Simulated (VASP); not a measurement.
# CaAl15N16 (a cell with a defect) in VASP: a series of runs

Aim: see how the results for CaAl15N16 (a cell with a defect) move with the level of theory and the settings. Levels: PBE, LDA. Tasks: single point.

Everything below comes from runs of VASP 6.6.1. Logs are shortened: lines on timing, memory, paths and dates and some standing lists are left out, and cuts for length are marked.

**1. The cell of the first run**

The cell holds a defect, 32 atoms: a = 6.260 Å, b = 6.260 Å, c = 10.035 Å, α = 90.00°, β = 90.00°, γ = 120.00°.

**2. Single point, PBE**

Input file INCAR:

```
PREC = Accurate
ENCUT = 520
EDIFF = 1E-6
ISMEAR = -1
SIGMA = 0.01
LREAL = Auto
LASPH = True
NELM = 120
ALGO = Normal
ISIF = 2
LWAVE = False
LCHARG = False
GGA = PE
NBANDS = 90
NELECT = 134.0
GGA_COMPAT = False
```

Input file KPOINTS:

```
regular mesh
0
Gamma
  1 1 1
```

Input file POSCAR:

```
CaAl15N16
1.0
    6.2595139128      0.0000000578      0.0000000000
   -3.1297570064      5.4208980350      0.0000000000
    0.0000000000      0.0000000000     10.0348065929
Al Ca N
15 1 16
Direct
    0.3524531039      0.1640602041      0.2353049003
    0.3398658104      0.1775904083      0.7574968088
    0.1659003119      0.3322845265      1.0024410290
    0.3272808360      0.6572376294      0.2506891952
    0.1855874491      0.8195981579      0.5048075513
    0.3323613853      0.6653789744      0.7552267064
    0.1702006646      0.8360828539      1.0008984740
    0.8118204445      0.1601765133      0.2360669520
    0.7049227418      0.3950172447      0.5174498660
    0.8391004988      0.1748328334      0.7575797253
    0.6744674437      0.3470449118      0.9959272695
    0.8407879978      0.6789140690      0.2478323053
    0.6275637593      0.8139994716      0.5044894913
    0.8448933540      0.6884846413      0.7549642978
    0.6639361003      0.8335660122      1.0013939651
    0.1273691055      0.2460904341      0.4845055365
    0.4366716843      0.1423900456      0.4254802264
    0.1590613367      0.3145636704      0.2016871538
    0.3371473566      0.1721142323      0.9459120754
    0.1690834456      0.3338991065      0.7022959674
    0.3142358162      0.6416768423      0.4364839142
    0.1709340210      0.8297301314      0.1889688890
    0.3310445097      0.6672992295      0.9446299898
    0.1785723478      0.8452017726      0.6912824653
    0.6986097561      0.1314761896      0.4248293083
    0.6802019650      0.3518860522      0.1823726173
    0.8307899781      0.1693595637      0.9463748195
    0.6803061504      0.3516798625      0.6985774601
    0.8567583953      0.7149518438      0.4416582188
    0.6601327343      0.8256164675      0.1902021018
    0.8391647144      0.6809294697      0.9406978490
    0.6686267392      0.8416649393      0.6910382922
```

Potentials or basis: VASP PAW PBE potentials, release 64 (Al, Ca_sv, N).

The run is started by

```
$ cat potpaw_PBE.64/Al/POTCAR potpaw_PBE.64/Ca_sv/POTCAR potpaw_PBE.64/N/POTCAR > POTCAR
$ mpirun -np 1 vasp_gam > vasp.out
```

OUTCAR:

```text
PREC = Accurate
   ENCUT = 520
   EDIFF = 1E-6
   ISMEAR = -1
   LREAL = Auto
   LASPH = True
   NELM = 120
   ISIF = 2
   GGA = PE
   NELECT = 134.0

 ion  position               nearest neighbor table
   1  0.352  0.164  0.235-  26 1.86  22 1.87  18 1.90  17 2.00   8 2.89   7 2.95  11 2.97   3 3.03
                            16 3.04   4 3.10  12 3.13  12 3.15   4 3.17   5 3.29
   2  0.340  0.178  0.757-  20 1.86  19 1.89  24 1.92  28 1.94  11 3.00   3 3.04   7 3.06   6 3.08
                            14 3.08   9 3.13  10 3.13  10 3.13  16 3.17  14 3.18   6 3.18   5 3.20
   3  0.166  0.332  0.002-  19 1.88  27 1.90  23 1.91  18 2.00   1 3.03  10 3.03   8 3.03   2 3.04
                             4 3.05   6 3.07   7 3.12  11 3.12  15 3.13  15 3.13  11 3.14   7 3.14
   4  0.327  0.657  0.251-  21 1.87  22 1.89  30 1.90  18 1.92  13 3.02   5 3.04   3 3.05   8 3.10
                            15 3.10   7 3.10   1 3.10  12 3.12  12 3.15   1 3.17   8 3.17  16 3.24
   5  0.186  0.820  0.505-  21 1.80  24 1.88  29 1.93  17 2.00  13 2.78   9 2.85  16 2.88   6 3.00
                             4 3.04  14 3.13  12 3.19   2 3.20   1 3.29
   6  0.332  0.665  0.755-  20 1.87  23 1.90  24 1.92  32 1.93  13 2.98   5 3.00  15 3.06   7 3.06
                             3 3.07   2 3.08  10 3.08  14 3.13  14 3.14  10 3.18   2 3.18
   7  0.170  0.836  0.001-  23 1.87  22 1.89  31 1.89  19 1.90   1 2.95  14 3.03  12 3.05   6 3.06
                             2 3.06  11 3.08  15 3.10   4 3.10   3 3.12   3 3.14  15 3.16  11 3.18
   8  0.812  0.160  0.236-  26 1.84  30 1.87  18 1.92  25 2.00   1 2.89  15 2.95  11 2.99   3 3.03
                            16 3.06   4 3.10  12 3.11  12 3.16   4 3.17  13 3.28
   9  0.705  0.395  0.517-  28 1.83  17 1.88  25 1.88  29 1.89   5 2.85  14 2.87  13 2.90  10 3.09
                            12 3.11   2 3.13  16 3.23  16 3.27
  10  0.839  0.175  0.758-  20 1.87  27 1.90  28 1.91  32 1.93  11 3.01   3 3.03  14 3.06  15 3.07
                             6 3.08   9 3.09   2 3.13   2 3.13   6 3.18  16 3.19  14 3.20  13 3.21
  11  0.674  0.347  0.996-  26 1.87  27 1.88  31 1.89  19 1.90   1 2.97   8 2.99   2 3.00  10 3.01
                            14 3.05  15 3.08   7 3.08  12 3.10   3 3.12   3 3.14   7 3.18  15 3.18
  12  0.841  0.679  0.248-  30 1.87  22 1.89  26 1.89  29 1.95   7 3.05  15 3.06  11 3.10   8 3.11
                             9 3.11   4 3.12   1 3.13   1 3.15   4 3.15   8 3.16   5 3.19  13 3.20
  13  0.628  0.814  0.504-  21 1.83  32 1.89  29 1.93  25 1.98   5 2.78   9 2.90  16 2.95   6 2.98
                             4 3.02  14 3.14  12 3.20  10 3.21   8 3.28
  14  0.845  0.688  0.755-  31 1.86  32 1.90  28 1.91  24 1.92   9 2.87   7 3.03  15 3.04  11 3.05
                            10 3.06   2 3.08   5 3.13   6 3.13   6 3.14  13 3.14   2 3.18  10 3.20
  15  0.664  0.834  0.001-  31 1.88  23 1.89  30 1.90  27 1.90   8 2.95  14 3.04   6 3.06  12 3.06
                            10 3.07  11 3.08   4 3.10   7 3.10   3 3.13   3 3.13   7 3.16  11 3.18
  16  0.127  0.246  0.485-  21 2.20  20 2.24  17 2.40   5 2.88  13 2.95   1 3.04   8 3.06   2 3.17
                            10 3.19   9 3.23   4 3.24   9 3.27
  17  0.437  0.142  0.425-  25 1.67   9 1.88   1 2.00   5 2.00  16 2.40
  18  0.159  0.315  0.202-   1 1.90   8 1.92   4 1.92   3 2.00
  19  0.337  0.172  0.946-   3 1.88   2 1.89  11 1.90   7 1.90
  20  0.169  0.334  0.702-   2 1.86  10 1.87   6 1.87  16 2.24
  21  0.314  0.642  0.436-   5 1.80  13 1.83   4 1.87  16 2.20
  22  0.171  0.830  0.189-   1 1.87  12 1.89   7 1.89   4 1.89
  23  0.331  0.667  0.945-   7 1.87  15 1.89   6 1.90   3 1.91
  24  0.179  0.845  0.691-   5 1.88  14 1.92   6 1.92   2 1.92
  25  0.699  0.131  0.425-  17 1.67   9 1.88  13 1.98   8 2.00
  26  0.680  0.352  0.182-   8 1.84   1 1.86  11 1.87  12 1.89
  27  0.831  0.169  0.946-  11 1.88  10 1.90   3 1.90  15 1.90
  28  0.680  0.352  0.699-   9 1.83  14 1.91  10 1.91   2 1.94
  29  0.857  0.715  0.442-   9 1.89   5 1.93  13 1.93  12 1.95
  30  0.660  0.826  0.190-  12 1.87   8 1.87  15 1.90   4 1.90
  31  0.839  0.681  0.941-  14 1.86  15 1.88  11 1.89   7 1.89
  32  0.669  0.842  0.691-  13 1.89  14 1.90  10 1.93   6 1.93

  LATTYP: Found a hexagonal cell.
 ALAT       =     6.2595139128
 C/A-ratio  =     1.6031287306

  Lattice vectors:

 A1 = (   6.2595139128,   0.0000000578,   0.0000000000)
 A2 = (  -3.1297570064,   5.4208980350,   0.0000000000)
 A3 = (   0.0000000000,   0.0000000000,  10.0348065929)

Analysis of symmetry for initial positions (statically):
=====================================================================
 Subroutine PRICEL returns:
 Original cell was already a primitive cell.

 Routine SETGRP: Setting up the symmetry group for a
 hexagonal supercell.

 Subroutine GETGRP returns: Found  1 space group operations
 (whereof  1 operations were pure point group operations)
 out of a pool of 24 trial point group operations.

The static configuration has the point symmetry C_1 .
[... 103 lines left out ...]

 KPOINTS: regular mesh

Automatic generation of k-mesh.
 Grid dimensions read from file:
 generate k-points for:    1    1    1

 Generating k-lattice:

  Cartesian coordinates                     Fractional coordinates (reciprocal lattice)
     0.159756813  0.092235641  0.000000000     1.000000000 -0.000000000  0.000000000
    -0.000000002  0.184471279  0.000000000     0.000000000  1.000000000  0.000000000
     0.000000000  0.000000000  0.099653141     0.000000000  0.000000000  1.000000000

  Length of vectors
     0.184471279  0.184471279  0.099653141

  Shift w.r.t. Gamma in fractional coordinates (k-lattice)
     0.000000000  0.000000000  0.000000000

 Subroutine IBZKPT returns following result:
 ===========================================

 Found      1 irreducible k-points:

 Following reciprocal coordinates:
            Coordinates               Weight
  0.000000  0.000000  0.000000      1.000000
   k-points           NKPTS =      1   k-points in BZ     NKDIM =      1   number of bands    NBANDS=     90
   number of dos      NEDOS =    301   number of ions     NIONS =     32
   total plane-waves  NPLWV = 184320
   dimension x,y,z NGX =    48 NGY =   48 NGZ =   80
   dimension x,y,z NGXF=    96 NGYF=   96 NGZF=  160
   ions per type =              15   1  16
   NGX,Y,Z   is equivalent  to a cutoff of  12.75, 12.75, 13.25 a.u.
   NGXF,Y,Z  is equivalent  to a cutoff of  25.50, 25.50, 26.51 a.u.
 SYSTEM =  unknown system
   PREC   = accura    normal or accurate (medium, high low for compatibility)
   ISTART =      0    job   : 0-new  1-cont  2-samecut
   ICHARG =      2    charge: 1-file 2-atom 10-const
   ISPIN  =      1    spin polarized calculation?
   LNONCOLLINEAR =      F non collinear calculations
   LSORBIT =      F    spin-orbit coupling
   LASPH  =      T    aspherical Exc in radial PAW
   ENCUT  =  520.0 eV  38.22 Ry    6.18 a.u.  11.64 11.64 18.66*2*pi/ulx,y,z
   NELM   =    120;   NELMIN=  2; NELMDL= -5     # of ELM steps
   EDIFF  = 0.1E-05   stopping-criterion for ELM
   LREAL  =      T    real-space projection
   EDIFFG = 0.1E-04   stopping-criterion for IOM
   NSW    =      0    number of steps for IOM
   IBRION =     -1    ionic relax: 0-MD 1-quasi-New 2-CG
   NFREE  =      0    steps in history (QN), initial steepest desc. (CG)
   ISIF   =      2    stress and relaxation
   ISYM   =      2    0-nonsym 1-usesym 2-fastsym
   POTIM  = 0.5000    time-step for ionic-motion
   TEBEG  =    0.0;   TEEND  =   0.0 temperature during run
   PSTRESS=    0.0 pullay stress
   NELECT =     134.0000    total number of electrons
   NUPDOWN=      -1.0000    fix difference up-down
   EMIN   =  10.00;   EMAX   =-10.00  energy-range for DOS
   EFERMI =   0.00;   METHOD = LEGACY
   ISMEAR =    -1;   SIGMA  =   0.01  broadening in eV -4-tet -1-fermi 0-gaus
   EFERMI_NEDOS =   21; number of points for ismear=-14 and -15
   IALGO  =     38    algorithm
   IMIX   =      4    mixing-type and parameters
     AMIX     =   0.40;   BMIX     =  1.00
     AMIX_MAG =   1.60;   BMIX_MAG =  1.00
  volume/ion in A,a.u.               =      10.64        71.81
  Fermi-wavevector in a.u.,A,eV,Ry     =   1.199691  2.267088 19.582308  1.439259
  Thomas-Fermi vector in A             =   2.335547
   LORBIT       =      0    0 simple, 1 ext, 2 COOP (PROOUT), +10 PAW based schemes
   GGA     = PE    functional components
   LHFCALC =     F    Hartree Fock is set to
   AEXX    =    0.0000 exact exchange contribution
   IVDW    =     0    specifies the selected vdW correction
   LEPSILON=     F    determine dielectric tensor
   LRPA    =     F    only Hartree local field effects (RPA)
 non-spin polarized calculation
  energy-cutoff  :      520.00
  volume of cell :      340.50
 maximum number of plane-waves:      4582
 NGX is ok and might be reduce to    48
   NGX = 23   NGY = 23   NGZ = 37

 number of electron     134.0000002 magnetization

 Free energy of the ion-electron system (eV)
  ---------------------------------------------------
  ext. energy  EPLUGINS =         0.00000000
  ---------------------------------------------------
  free energy    TOTEN  =      -230.35655368 eV

  energy without entropy =     -230.35655368  energy(sigma->0) =     -230.35655368

 E-fermi :   6.5826     XC(G=0): -10.8114

 val. band max:        6.2488497250   @ k =   0.0000   0.0000   0.0000
 cond. band min:       9.3703399877   @ k =   0.0000   0.0000   0.0000
 fundamental gap:      3.1214902628
 Fermi energy:         6.5825702795

 k-point     1 :       0.0000    0.0000    0.0000
  band No.  band energies     occupation
      1     -32.3750      2.00000
      2     -13.7248      2.00000
      3     -13.5851      2.00000
      4     -13.5297      2.00000
      5     -10.4360      2.00000
      6      -8.6413      2.00000
[... 71 lines left out ...]
     78      11.7720      0.00000
     79      11.7910      0.00000
 [bands above 79 left out]

------------------------ aborting loop because EDIFF is reached ----------------------------------------

  FORCE on cell =-STRESS in cart. coord.  units (eV):
  Direction    XX          YY          ZZ          XY          YZ          ZX
  --------------------------------------------------------------------------------------
  -------------------------------------------------------------------------------------
  Total        1.6052183      8.5509750    -10.1885008     -1.5500340      3.3171877      0.0540566
  in kB        7.5530756     40.2351258    -47.9402188     -7.2934154     15.6084499      0.2543538
  external PRESSURE =      -0.0506725 kB  Pullay stress =       0.0000000 kB

 VOLUME and BASIS-vectors are now :
 -----------------------------------------------------------------------------
  energy-cutoff  :      520.00
  volume of cell :      340.50
      direct lattice vectors                 reciprocal lattice vectors
     6.259513913  0.000000058  0.000000000     0.159756813  0.092235641  0.000000000
    -3.129757006  5.420898035  0.000000000    -0.000000002  0.184471279  0.000000000
     0.000000000  0.000000000 10.034806593     0.000000000  0.000000000  0.099653141

 POSITION                                       TOTAL-FORCE (eV/Angst)
 -----------------------------------------------------------------------------------
      1.69272      0.88935      2.36124        -0.102432     -0.096811     -0.510107
      1.57158      0.96270      7.60133        -0.043190     -0.014486     -0.430732
     -0.00151      1.80128      0.02450        -0.134360      0.015030     -0.555645
     -0.00838      3.56282      2.51562         0.131239     -0.046988     -0.422887
     -1.40346      4.44296      5.06565         0.017351      0.191773     -0.245010
     -0.00205      3.60695      7.57855         0.110389     -0.131911     -0.444922
[... 24 lines left out ...]
      3.12162      3.69125      9.43972         0.151088      0.060022      0.230043
      1.55107      4.56258      6.93444        -0.323952      0.096321      0.208486
 -----------------------------------------------------------------------------------
    total drift:                               -0.008777      0.006009     -0.014142

  FREE ENERGIE OF THE ION-ELECTRON SYSTEM (eV)
  ---------------------------------------------------
  free  energy   TOTEN  =      -230.3565536829 eV

  energy  without entropy=     -230.3565536829  energy(sigma->0) =     -230.35655368
```

Wall time 2.8 min (1 thread of Intel Xeon 8259CL, shared host); peak memory 0.42 GiB.

Results:

| Quantity | Value |
| --- | --- |
| Free energy | -230.3566 eV |
| Largest force | 1.335 eV/Å |

Forces on the atoms (eV/Å):
```
Al  -0.102 -0.097 -0.510
Al  -0.043 -0.014 -0.431
Al  -0.134  0.015 -0.556
Al   0.131 -0.047 -0.423
Al   0.017  0.192 -0.245
Al   0.110 -0.132 -0.445
Al  -0.152  0.069 -0.421
Al   0.361 -0.090 -0.511
Al  -0.182 -0.693 -0.221
Al   0.254  0.020 -0.405
Al  -0.116  0.009 -0.386
Al   0.108 -0.090 -0.678
Al  -0.083  0.078 -0.301
Al   0.117 -0.155 -0.287
Al  -0.068  0.103 -0.401
Ca  -0.176 -0.077 -0.936
N    0.280 -0.068  0.426
N   -0.161 -0.170  0.562
N    0.346 -0.052  0.562
N   -0.144 -0.223  1.308
N    0.375 -0.405  0.416
N   -0.031  0.205  0.409
N    0.200 -0.213  0.430
N   -0.040  0.074  0.260
N   -0.095  0.588  0.446
N   -0.237  0.150  0.124
N    0.086 -0.085  0.480
N   -0.146  0.339  0.516
N    0.021  0.416  0.494
N   -0.324  0.197  0.285
N    0.151  0.060  0.230
N   -0.324  0.096  0.208
```

Caveat: the k points lie up to 1.16 Å⁻¹ apart, too coarse for converged energies, forces and pressures; the cell carries a net charge on a neutralising background, which shifts energy and pressure; the cell is charged against a uniform background, so pressure and absolute levels hang on convention.

[end of part 1 of 3]
